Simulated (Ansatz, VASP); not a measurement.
# BiPbCl5 in VASP and in Ansatz

INCAR

```
PREC     = Accurate       # precision mode
ENCUT    = 520            # plane-wave cutoff, eV
EDIFF    = 1E-7           # SCF threshold, eV
ISMEAR   = 0              # smearing method
SIGMA    = 0.1            # smearing width, eV
LREAL    = F              # projectors in reciprocal space
LASPH    = T              # aspherical terms in the spheres
NELM     = 100            # most SCF steps
ALGO     = Normal         # electronic algorithm
ISIF     = 2              # what is computed and relaxed
LWAVE    = F              # write WAVECAR
LCHARG   = F              # write CHGCAR
GGA      = PE             # functional
NBANDS   = 41             # bands
```

The input KPOINTS:

```
regular mesh
0
Gamma
  4 4 2
```

POSCAR

```
BiPbCl5
1.0
    4.3528099000      0.0000000000      0.0000000000
   -0.0495144000      6.0571913000      0.0000000000
   -0.0050477000     -0.4210154000      9.1169327000
Bi Pb Cl
1 1 5
Direct
    0.0007820000      0.7779930000      0.4880980000
    0.4984720000      0.8199410000      0.9296110000
    0.9977170000      0.3898650000      0.3830500000
    0.9975340000      0.5725150000      0.7465710000
    0.5004700000      0.8411780000      0.2972610000
    0.5018310000      0.0073850000      0.6574370000
    0.0031960000      0.0911230000      0.9979730000
```

Input for Ansatz:

```yaml
crystal:
  lattice:
    - [4.3528099, 0.0, 0.0]
    - [-0.0495144, 6.0571913, 0.0]
    - [-0.0050477, -0.4210154, 9.1169327]
  atoms:
    - { symbol: Bi, position: [0.000782, 0.777993, 0.488098] }
    - { symbol: Pb, position: [0.498472, 0.819941, 0.929611] }
    - { symbol: Cl, position: [0.997717, 0.389865, 0.38305] }
    - { symbol: Cl, position: [0.997534, 0.572515, 0.746571] }
    - { symbol: Cl, position: [0.50047, 0.841178, 0.297261] }
    - { symbol: Cl, position: [0.501831, 0.007385, 0.657437] }
    - { symbol: Cl, position: [0.003196, 0.091123, 0.997973] }
basis:
  ecutwfc: 420
kpoints:
  mp_grid: { grid: [4, 4, 2] }
hamiltonian:
  xc: pbe
scf:
  occupations: { method: gaussian, width: 0.1 }
  lower_state_search: "off"
output:
  forces: true
  stress: true
  eigenvalues: true
```

Change from the starting cell: relaxed end of: species swapped into the TlSiPt5 type (P4/mmm, No. 123).

Alike in both runs: task single point; functional PBE; k mesh 4 × 4 × 2; occupations gaussian, width 0.1 eV; no spin polarisation.

|  | VASP | Ansatz |
| --- | --- | --- |
| version | VASP 6.6.1 | Ansatz 0.2.0 |
| potentials or method | VASP PAW PBE potentials, release 64 (Bi_d, Pb_d, Cl), cutoff 520 eV | scalar-relativistic, plane waves, PAW |
| valence electrons in the cell | 64 | 64 |

```csv
,VASP,Ansatz,Ansatz less VASP
gap on the k mesh at the Fermi level (eV),3.24,3.23,-0.008
least direct gap on the mesh (eV),3.30,3.29,-0.006
pressure (GPa),-0.1,0.0,+0.07
rms of the force components (eV/Å),0.003,0.003,-0.0004
```

Atom by atom the forces differ by 0.002 eV/Å (rms over components).

Neither program's run includes spin-orbit coupling.
